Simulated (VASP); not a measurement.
# Rh in VASP: a series of runs

Runs on Rh. Level: PBE. Tasks: single point.

Everything below comes from runs of VASP 6.6.1. Logs are shortened: lines on timing, memory, paths and dates and some standing lists are left out, and cuts for length are marked.

## 1. The cell of the first run

Symmetry: Fm-3m, No. 225, cubic system. Conventional cell: a = 3.790 Å, b = 3.790 Å, c = 3.790 Å, α = 90.00°, β = 90.00°, γ = 90.00°. Rh (site symmetry m-3m) has 12 Rh at 2.68 Å within 3.5 Å.

## 2. Single point, PBE (volume scaled by 0.99)

INCAR reads:

```
PREC = Accurate ; ENCUT = 520
EDIFF = 1E-7 ; ISMEAR = -1
SIGMA = 0.08 ; LREAL = F
LASPH = T ; NELM = 60
ALGO = Normal ; ISIF = 2
LWAVE = F ; LCHARG = F
GGA = PE ; NBANDS = 14
```

KPOINTS reads:

```
regular mesh
0
Gamma
  16 16 16
```

POSCAR reads:

```
Rh
1.0
    0.0000000000      1.8951902535      1.8951902535
    1.8951902535      0.0000000000      1.8951902535
    1.8951902535      1.8951902535      0.0000000000
Rh
1
Direct
    0.0000000000      0.0000000000      0.0000000000
```

Potentials or basis: VASP PAW PBE potentials, release 64 (Rh_pv).

Run with:

```
> cat potpaw_PBE.64/Rh_pv/POTCAR > POTCAR
> mpirun -np 1 vasp_std > vasp.out
```

OUTCAR:

```text
PREC = Accurate
   ENCUT = 520
   EDIFF = 1E-7
   ISMEAR = -1
   LREAL = F
   LASPH = T
   NELM = 60
   ISIF = 2
   GGA = PE

 ion  position               nearest neighbor table
   1  0.000  0.000  0.000-

  LATTYP: Found a face centered cubic cell.
 ALAT       =     3.7903805070

  Lattice vectors:

 A1 = (   0.0000000000,   1.8951902535,   1.8951902535)
 A2 = (   1.8951902535,   0.0000000000,   1.8951902535)
 A3 = (   1.8951902535,   1.8951902535,   0.0000000000)

Analysis of symmetry for initial positions (statically):
=====================================================================
 Subroutine PRICEL returns:
 Original cell was already a primitive cell.

 Routine SETGRP: Setting up the symmetry group for a
 face centered cubic supercell.

 Subroutine GETGRP returns: Found 48 space group operations
 (whereof 48 operations were pure point group operations)
 out of a pool of 48 trial point group operations.

The static configuration has the point symmetry O_h .

Analysis of symmetry for dynamics (positions and initial velocities):
=====================================================================
 Subroutine PRICEL returns:
 Original cell was already a primitive cell.

 Routine SETGRP: Setting up the symmetry group for a
 face centered cubic supercell.

 Subroutine GETGRP returns: Found 48 space group operations
 (whereof 48 operations were pure point group operations)
 out of a pool of 48 trial point group operations.

The dynamic configuration has the point symmetry O_h .

 Subroutine INISYM returns: Found 48 space group operations
 (whereof 48 operations are pure point group operations),
 and found     1 'primitive' translations

----------------------------------------------------------------------------------------

                                     Primitive cell

  volume of cell :      13.6141

  direct lattice vectors                    reciprocal lattice vectors
     0.000000000  1.895190254  1.895190254    -0.263825755  0.263825755  0.263825755
     1.895190254  0.000000000  1.895190254     0.263825755 -0.263825755  0.263825755
     1.895190254  1.895190254  0.000000000     0.263825755  0.263825755 -0.263825755

  length of vectors
     2.680203760  2.680203760  2.680203760     0.456959612  0.456959612  0.456959612

  position of ions in fractional coordinates (direct lattice)
     0.000000000  0.000000000  0.000000000

  ion indices of the primitive-cell ions
   primitive index   ion index
                 1           1

----------------------------------------------------------------------------------------
[... 81 lines left out ...]
   NELECT =      15.0000    total number of electrons
   NUPDOWN=      -1.0000    fix difference up-down
   EMIN   =  10.00;   EMAX   =-10.00  energy-range for DOS
   EFERMI =   0.00;   METHOD = LEGACY
   ISMEAR =    -1;   SIGMA  =   0.08  broadening in eV -4-tet -1-fermi 0-gaus
   EFERMI_NEDOS =   21; number of points for ismear=-14 and -15
   IALGO  =     38    algorithm
   IMIX   =      4    mixing-type and parameters
     AMIX     =   0.40;   BMIX     =  1.00
     AMIX_MAG =   1.60;   BMIX_MAG =  1.00
  volume/ion in A,a.u.               =      13.61        91.87
  Fermi-wavevector in a.u.,A,eV,Ry     =   1.690866  3.195273 38.899420  2.859027
  Thomas-Fermi vector in A             =   2.772736
   LORBIT       =      0    0 simple, 1 ext, 2 COOP (PROOUT), +10 PAW based schemes
   GGA     = PE    functional components
   LHFCALC =     F    Hartree Fock is set to
   AEXX    =    0.0000 exact exchange contribution
   IVDW    =     0    specifies the selected vdW correction
   LEPSILON=     F    determine dielectric tensor
   LRPA    =     F    only Hartree local field effects (RPA)
 non-spin polarized calculation
  energy-cutoff  :      520.00
  volume of cell :       13.61
 maximum number of plane-waves:       380
   NGX =  9   NGY =  9   NGZ =  9

 number of electron      15.0000007 magnetization

 Free energy of the ion-electron system (eV)
  ---------------------------------------------------
  ext. energy  EPLUGINS =         0.00000000
  ---------------------------------------------------
  free energy    TOTEN  =        -7.26101241 eV

  energy without entropy =       -7.23187509  energy(sigma->0) =       -7.24644375

 E-fermi :  12.0790     XC(G=0): -14.0948

 val. band max:       12.0739362534   @ k =  -0.3750   0.2500   0.0000
 cond. band min:      12.0789715130   @ k =  -0.3750   0.0625   0.0000
 fundamental gap:      0.0050352595
 Fermi energy:        12.0789608333

 k-point     1 :       0.0000    0.0000    0.0000
  band No.  band energies     occupation
      1     -34.3074      2.00000
      2     -34.3074      2.00000
      3     -34.3074      2.00000
      4       4.0540      2.00000
      5       8.9630      2.00000
      6       8.9630      2.00000
      7       8.9630      2.00000
      8      11.0818      1.99999
      9      11.0818      1.99999
     10      28.0742      0.00000
     11      32.5941      0.00000
     12      33.5913      0.00000
     13      33.5913      0.00000
     14      33.5913      0.00000
[... 377 lines left out ...]
      1     -34.3792      2.00000
      2     -34.3291      2.00000
      3     -34.3130      2.00000
      4       4.4701      2.00000
      5       8.7597      2.00000
      6       9.1108      2.00000
      7       9.1593      2.00000
      8      10.8913      2.00000
      9      11.1071      1.99999
     10      28.6682      0.00000
     11      31.8951      0.00000
     12      32.5960      0.00000
     13      33.6545      0.00000
     14      34.4569      0.00000

 [... further k-points ...]

------------------------ aborting loop because EDIFF is reached ----------------------------------------

  FORCE on cell =-STRESS in cart. coord.  units (eV):
  Direction    XX          YY          ZZ          XY          YZ          ZX
  --------------------------------------------------------------------------------------
  -------------------------------------------------------------------------------------
  Total        0.7665573      0.7665573      0.7665573      0.0000000     -0.0000000      0.0000000
  in kB       90.2125080     90.2125080     90.2125080      0.0000000     -0.0000000      0.0000000
  external PRESSURE =      90.2125080 kB  Pullay stress =       0.0000000 kB

 VOLUME and BASIS-vectors are now :
 -----------------------------------------------------------------------------
  energy-cutoff  :      520.00
  volume of cell :       13.61
      direct lattice vectors                 reciprocal lattice vectors
     0.000000000  1.895190254  1.895190254    -0.263825755  0.263825755  0.263825755
     1.895190254  0.000000000  1.895190254     0.263825755 -0.263825755  0.263825755
     1.895190254  1.895190254  0.000000000     0.263825755  0.263825755 -0.263825755

 POSITION                                       TOTAL-FORCE (eV/Angst)
 -----------------------------------------------------------------------------------
      0.00000      0.00000      0.00000         0.000000      0.000000      0.000000
 -----------------------------------------------------------------------------------
    total drift:                                0.000000      0.000000      0.000000

  FREE ENERGIE OF THE ION-ELECTRON SYSTEM (eV)
  ---------------------------------------------------
  free  energy   TOTEN  =        -7.2610124138 eV

  energy  without entropy=       -7.2318750948  energy(sigma->0) =       -7.24644375
```

OSZICAR:

```text
N       E                     dE             d eps       ncg     rms          rms(c)
DAV:   1     0.121741806724E+03    0.12174E+03   -0.87677E+03  4086   0.116E+03
DAV:   2    -0.617141918957E+01   -0.12791E+03   -0.12255E+03  4498   0.343E+02
DAV:   3    -0.774935418832E+01   -0.15779E+01   -0.15753E+01  4888   0.419E+01
DAV:   4    -0.775515377467E+01   -0.57996E-02   -0.57994E-02  4642   0.261E+00
DAV:   5    -0.775520472877E+01   -0.50954E-04   -0.50953E-04  4792   0.215E-01    0.104E+01
DAV:   6    -0.728177699054E+01    0.47343E+00   -0.79255E-01  4264   0.123E+01    0.370E+00
DAV:   7    -0.726452448519E+01    0.17253E-01   -0.17862E-02  4678   0.167E+00    0.172E+00
DAV:   8    -0.726117553961E+01    0.33489E-02   -0.36524E-03  4276   0.814E-01    0.224E-01
DAV:   9    -0.726101077965E+01    0.16476E-03   -0.12374E-04  4378   0.155E-01    0.115E-02
DAV:  10    -0.726101219168E+01   -0.14120E-05   -0.30636E-06  4540   0.216E-02    0.365E-03
DAV:  11    -0.726101245661E+01   -0.26493E-06   -0.33843E-07  4576   0.809E-03    0.737E-04
DAV:  12    -0.726101241376E+01    0.42850E-07   -0.79737E-09  2126   0.130E-03
   1 F= -.72610124E+01 E0= -.72464438E+01  d E =-.291373E-01
```

stdout:

```text
POSCAR found type information on POSCAR Rh
 POSCAR found :  1 types and       1 ions
 scaLAPACK will be used
 LDA part: xc-table for (Slater+PW92), standard interpolation
 POSCAR, INCAR and KPOINTS ok, starting setup
 FFT: planning ... GRIDC
 FFT: planning ... GRID_SOFT
 FFT: planning ... GRID
 WAVECAR not read
 entering main loop
```

Wall time 36 s (1 thread of Intel Xeon Platinum 8259CL at 2.50GHz (Skylake/Cascade Lake), shared host); peak memory 0.14 GiB.

What came out:

| Property | Result |
| --- | --- |
| Free energy | -7.2610 eV |
| Pressure | 9.0 GPa |

## 3. Single point, PBE (equal xx and yy strain of -2 %)

INCAR reads:

```
SYSTEM = Rh
PREC = Accurate ; ENCUT = 520
EDIFF = 1E-6 ; ISMEAR = -1
SIGMA = 0.08 ; LREAL = .FALSE.
LASPH = .TRUE. ; NELM = 100
ALGO = Normal ; ISIF = 2
LWAVE = .FALSE. ; LCHARG = .FALSE.
GGA = PE ; NBANDS = 14
```

KPOINTS reads:

```
Automatic mesh
0
G
  16 16 16
  0 0 0
```

POSCAR reads:

```
Rh
1.0
    0.0000000000      1.8635190000      1.9015500000
    1.8635190000      0.0000000000      1.9015500000
    1.8635190000      1.8635190000      0.0000000000
Rh
1
Direct
    0.0000000000      0.0000000000      0.0000000000
```

Potentials or basis: VASP PAW PBE potentials, release 64 (Rh_pv).

Run with:

```
> cat potpaw_PBE.64/Rh_pv/POTCAR > POTCAR
> mpirun -np 1 vasp_std > vasp.out
```

Wall time 30 s (1 thread of Intel Xeon 6975P-C, shared host); peak memory 0.17 GiB.

Results (log left out):

- Free energy: -7.2226 eV
- Pressure: 18.9 GPa

Stress tensor (GPa, compression positive):
```
20.79  0.00  0.00
 0.00 20.79  0.00
 0.00  0.00 15.24
```

Levels at points of the mesh, in eV from the Fermi level:
```csv
k point,band 4,band 5,band 6,band 7,band 8,band 9,band 10,band 11
"(0.00, 0.00, 0.00)",-8.25,-3.42,-3.19,-3.19,-1.19,-0.90,15.97,20.43
"(0.50, 0.00, 0.00)",-6.45,-3.47,-3.23,0.57,0.68,0.70,9.08,15.48
"(0.50, 0.50, 0.00)",-6.69,-6.30,0.61,1.06,1.06,3.03,12.43,13.82
"(0.50, 0.00, 0.50)",-6.70,-6.31,0.58,0.97,1.18,3.48,13.00,13.33
```

Caveat: the cell differs from its parent crystal (equal xx and yy strain of -2 %).

## 4. Single point, PBE (equal xx and yy strain of +1 %)

INCAR reads:

```
PREC     = Accurate       # precision mode
ENCUT    = 520            # plane-wave cutoff, eV
EDIFF    = 1E-6           # SCF threshold, eV
ISMEAR   = -1             # smearing method
SIGMA    = 0.08           # smearing width, eV
LREAL    = False          # projectors in reciprocal space
LASPH    = True           # aspherical terms in the spheres
NELM     = 100            # most SCF steps
ALGO     = Normal         # electronic algorithm
ISIF     = 2              # what is computed and relaxed
LWAVE    = False          # write WAVECAR
LCHARG   = False          # write CHGCAR
GGA      = PE             # functional
NBANDS   = 14             # bands
```

KPOINTS reads:

```
regular mesh
0
Gamma
  16 16 16
```

POSCAR reads:

```
Rh
1.0
    0.0000000000      1.9205655000      1.9015500000
    1.9205655000      0.0000000000      1.9015500000
    1.9205655000      1.9205655000      0.0000000000
Rh
1
Direct
    0.0000000000      0.0000000000      0.0000000000
```

Potentials or basis: VASP PAW PBE potentials, release 64 (Rh_pv).

Run with:

```
> cat potpaw_PBE.64/Rh_pv/POTCAR > POTCAR
> mpirun -np 1 vasp_std > vasp.out
```

OUTCAR:

```text
PREC = Accurate
   ENCUT = 520
   EDIFF = 1E-6
   ISMEAR = -1
   LREAL = False
   LASPH = True
   NELM = 100
   ISIF = 2
   GGA = PE

 ion  position               nearest neighbor table
   1  0.000  0.000  0.000-

  LATTYP: Found a body centered tetragonal cell.
 ALAT       =     2.7160897775
 C/A-ratio  =     1.4002114479

  Lattice vectors:

 A1 = (   0.0000000000,  -1.9205655000,  -1.9015500000)
[... 584 lines left out ...]
     11      31.1641      0.00000
     12      32.1373      0.00000
     13      33.1010      0.00000
     14      33.6180      0.00000

 [... further k-points ...]

------------------------ aborting loop because EDIFF is reached ----------------------------------------

  FORCE on cell =-STRESS in cart. coord.  units (eV):
  Direction    XX          YY          ZZ          XY          YZ          ZX
  --------------------------------------------------------------------------------------
  -------------------------------------------------------------------------------------
  Total       -0.0092785     -0.0092785      0.1874502      0.0000000      0.0000000      0.0000000
  in kB       -1.0597189     -1.0597189     21.4092044      0.0000000      0.0000000      0.0000000
  external PRESSURE =       6.4299222 kB  Pullay stress =       0.0000000 kB

 VOLUME and BASIS-vectors are now :
 -----------------------------------------------------------------------------
  energy-cutoff  :      520.00
  volume of cell :       14.03
      direct lattice vectors                 reciprocal lattice vectors
     0.000000000  1.920565500  1.901550000    -0.260339988  0.260339988  0.262943388
     1.920565500  0.000000000  1.901550000     0.260339988 -0.260339988  0.262943388
     1.920565500  1.920565500  0.000000000     0.260339988  0.260339988 -0.262943388

 POSITION                                       TOTAL-FORCE (eV/Angst)
 -----------------------------------------------------------------------------------
      0.00000      0.00000      0.00000         0.000000     -0.000000      0.000000
 -----------------------------------------------------------------------------------
    total drift:                                0.000000     -0.000000      0.000000

  FREE ENERGIE OF THE ION-ELECTRON SYSTEM (eV)
  ---------------------------------------------------
  free  energy   TOTEN  =        -7.2727664788 eV

  energy  without entropy=       -7.2422441466  energy(sigma->0) =       -7.25750531
```

Run time: 37 s. Hardware: 1 thread of Intel Xeon 6975P-C, shared host; peak memory 0.17 GiB.

Results:

- Free energy: -7.2728 eV
- Pressure: 0.6 GPa

Stress tensor (GPa, compression positive):
```
-0.11  0.00  0.00
 0.00 -0.11  0.00
 0.00  0.00  2.14
```

Levels at points of the mesh, in eV from the Fermi level:
```
           k point  band 4  band 5  band 6  band 7  band 8  band 9  band 10  band 11
(0.00, 0.00, 0.00)   -7.80   -3.01   -3.01   -2.90   -1.02   -0.89    16.02    20.61
(0.50, 0.00, 0.00)   -5.94   -3.10   -2.99    0.53    0.58    0.76     8.45    15.51
(0.50, 0.50, 0.00)   -6.12   -5.76    0.52    0.97    0.97    3.39    12.21    13.09
(0.50, 0.00, 0.50)   -6.12   -5.75    0.53    0.91    1.00    3.18    11.94    13.22
```

Caveat: the cell differs from its parent crystal (equal xx and yy strain of +1 %).

## 5. Single point, PBE (equal xx and yy strain of +3 %)

INCAR reads:

```
SYSTEM = Rh
  PREC = Accurate
  ENCUT = 520
  EDIFF = 1E-7
  ISMEAR = -1
  SIGMA = 0.08
  LREAL = .FALSE.
  LASPH = .TRUE.
  NELM = 80
  ALGO = Normal
  ISIF = 2
  LWAVE = .FALSE.
  LCHARG = .FALSE.
  GGA = PE
  NBANDS = 14
```

KPOINTS reads:

```
regular mesh
0
G
  16 16 16
  0 0 0
```

POSCAR reads:

```
Rh
1.0
    0.0000000000      1.9585965000      1.9015500000
    1.9585965000      0.0000000000      1.9015500000
    1.9585965000      1.9585965000      0.0000000000
Rh
1
Direct
    0.0000000000      0.0000000000      0.0000000000
```

Run with:

```
> cat potpaw_PBE.64/Rh_pv/POTCAR > POTCAR
> mpirun -np 1 vasp_std > vasp.out
```

It took 41 s on 1 thread of Intel Xeon 6975P-C, shared host; peak memory 0.18 GiB.

It converged, with:

```yaml
Free_energy: -7.2540 eV
Pressure: -8.4 GPa
```

Stress tensor (GPa, compression positive):
```
-10.37   0.00   0.00
  0.00 -10.37   0.00
  0.00   0.00  -4.52
```

Levels at points of the mesh, in eV from the Fermi level:
| k point | band 5 | band 6 | band 7 | band 8 | band 9 | band 10 |
| --- | --- | --- | --- | --- | --- | --- |
| (0.00, 0.00, 0.00) | -2.89 | -2.89 | -2.60 | -1.07 | -0.73 | 16.04 |
| (0.50, 0.00, 0.00) | -3.01 | -2.70 | 0.44 | 0.60 | 0.82 | 8.07 |
| (0.50, 0.50, 0.00) | -5.44 | 0.48 | 0.91 | 0.91 | 3.62 | 12.09 |
| (0.50, 0.00, 0.50) | -5.41 | 0.49 | 0.77 | 1.01 | 3.01 | 11.29 |

Caveat: the cell differs from its parent crystal (equal xx and yy strain of +3 %).

## 6. Overview

| cell | gap on the mesh (eV) | pressure (GPa) |
| --- | --- | --- |
| a = 2.680 Å, angles 60.0°, 1 atom | none | 9.0 |
| a = 2.662, b = 2.662, c = 2.635 Å, angles 60.3, 60.3, 59.3°, 1 atom | none | 18.9 |
| a = 2.703, b = 2.703, c = 2.716 Å, angles 59.8, 59.8, 60.3°, 1 atom | none | 0.6 |
| a = 2.730, b = 2.730, c = 2.770 Å, angles 59.5, 59.5, 61.0°, 1 atom | none | -8.4 |

Alike in all rows: task single point; level PBE; potentials or basis VASP PAW PBE potentials, release 64 (Rh_pv); no spin polarisation; k mesh 16 × 16 × 16; cutoff (eV) 520; smearing fermi-dirac 0.08 eV.

Absolute energies hang on the potentials; compare differences alone.
